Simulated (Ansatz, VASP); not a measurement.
# One calculation of Sb, two programs

Contents of INCAR:

```
ALGO = Normal
EDIFF = 1E-6
ENCUT = 520
ISIF = 2
ISMEAR = -1
LASPH = True
LCHARG = True
LELF = True
LREAL = False
LVHAR = True
LWAVE = False
NBANDS = 12
NELM = 60
PREC = Accurate
SIGMA = 0.05
```

Contents of KPOINTS:

```
k-points
0
Gamma
  9 6 6
```

The input POSCAR:

```
Sb
1.0
    3.0586616250      0.0000000000      0.0000000000
    0.0000000000      4.2587682402      0.0000000000
   -0.0381205934      0.0000000000      4.3159114163
Sb
2
Direct
    0.0113890000      0.2500000000      0.2411660000
    0.9886110000      0.7500000000      0.7588340000
```

Contents of input.yaml:

```yaml
crystal:
  lattice:
    - [3.058661625, 0.0, 0.0]
    - [0.0, 4.2587682402, 0.0]
    - [-0.0381205934, 0.0, 4.3159114163]
  atoms:
    - { symbol: Sb, position: [0.011389, 0.25, 0.241166] }
    - { symbol: Sb, position: [0.988611, 0.75, 0.758834] }
hamiltonian:
  xc: lda
  pseudopotentials: { kind: paw }
kpoints:
  mp_grid: { grid: [9, 6, 6] }
scf:
  occupations: { method: fermi_dirac, width: 0.05 }
output:
  forces: true
  stress: true
  eigenvalues: true
```

Alike in both runs: task single point; functional LDA; k mesh 9 × 6 × 6; occupations fermi-dirac, width 0.05 eV; no spin polarisation.

|  | VASP | Ansatz |
| --- | --- | --- |
| version | VASP 6.6.1 | Ansatz 0.2.0 |
| potentials or method | VASP PAW LDA potentials, release 64 (Sb) | Ansatz PAW |
| plane-wave cutoff (eV) | 520 | 420 |
| valence electrons in the cell | 10 | 30 |

Ansatz gave:

| Property | Result |
| --- | --- |
| gap on the k mesh at the Fermi level (eV) | none |
| pressure (GPa) | 0.1 |
| traceless stress, the component that is largest in VASP (GPa) | -0.21 |
| rms of the force components (eV/Å) | 0.065 |

Question: What did VASP give for the same quantities?

Answer: gap on the k mesh at the Fermi level (eV): none; pressure (GPa): 0.4; traceless stress, the component that is largest in VASP (GPa): -0.17; rms of the force components (eV/Å): 0.075.

LDA's correlation is that of Perdew and Zunger in VASP and of Perdew and Wang (1992) in Ansatz. Atom by atom the forces differ by 0.011 eV/Å (rms over components). A gap of «none» marks a metal or a gap that the smearing closes. VASP's potentials hold 10 valence electrons a cell and Ansatz's 30, so a difference there can come from the potentials and not from the codes.

Spin-orbit coupling is off throughout.
